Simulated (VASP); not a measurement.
Wanted: the native input for a VASP 6.6.1 run.

```yaml
Task: single point
Functional: PBE
Dispersion: D3(BJ)
Potentials_or_basis: VASP PAW PBE potentials, release 64 (C, N, H)
Cutoff: 520 eV
k_mesh: 1 × 1 × 1
Occupations: gaussian, width 0.005 eV
Spin: no spin polarisation
Dipole_correction: no
Further_INCAR_settings: ALGO = Normal; EDIFF = 1e-06; NBANDS = 17; ISYM = 0
```

The structure of C2NH3 lies in POSCAR:

```
H3C2N
1.0
   14.0282406575      0.0000000000      0.0000000000
    0.0000000000     14.5000000000      0.0000000000
    0.0000000000      0.0000000000     15.0000000000
C N H
2 1 3
Direct
    0.4205515430      0.4920126364      0.4893487023
    0.5241524486      0.4911359026      0.4908544725
    0.6069242163      0.4904326873      0.4920657875
    0.3937279109      0.4396068314      0.4429090658
    0.3921926177      0.4773077224      0.5560337404
    0.3943974761      0.5598088955      0.4679239429
```

The input as run:

INCAR

```
SYSTEM = H3C2N
ALGO     = Normal         ! electronic algorithm
EDIFF    = 1E-6           ! SCF threshold, eV
ENCUT    = 520            ! plane-wave cutoff, eV
GGA      = PE             ! functional
ISIF     = 2              ! what is computed and relaxed
ISMEAR   = 0              ! smearing method
ISYM     = 0            
IVDW     = 12             ! dispersion correction
LASPH    = .True.         ! aspherical terms in the spheres
LCHARG   = .False.        ! write CHGCAR
LREAL    = .False.        ! projectors in reciprocal space
LWAVE    = .False.        ! write WAVECAR
NBANDS   = 17             ! bands
NELM     = 100            ! most SCF steps
PREC     = Accurate       ! precision mode
SIGMA    = 0.005          ! smearing width, eV
```

KPOINTS

```
k-points
0
Gamma
  1 1 1
  0 0 0
```

Potentials or basis: VASP PAW PBE potentials, release 64 (C, N, H).

Launch:

```bash
$ cat potpaw_PBE.64/C/POTCAR potpaw_PBE.64/N/POTCAR potpaw_PBE.64/H/POTCAR > POTCAR
$ mpirun -np 1 vasp_gam > vasp.out
```

It gave:

- Largest force: 0.414 eV/Å
- Gap between the frontier levels: 7.26 eV
- Dispersion energy per atom: -0.013 eV

Wall time 4.4 min on 1 thread of Intel(R) Xeon(R) Platinum 8259CL CPU @ 2.50GHz (Skylake/Cascade Lake) (shared host), peak memory 1.9 GiB.
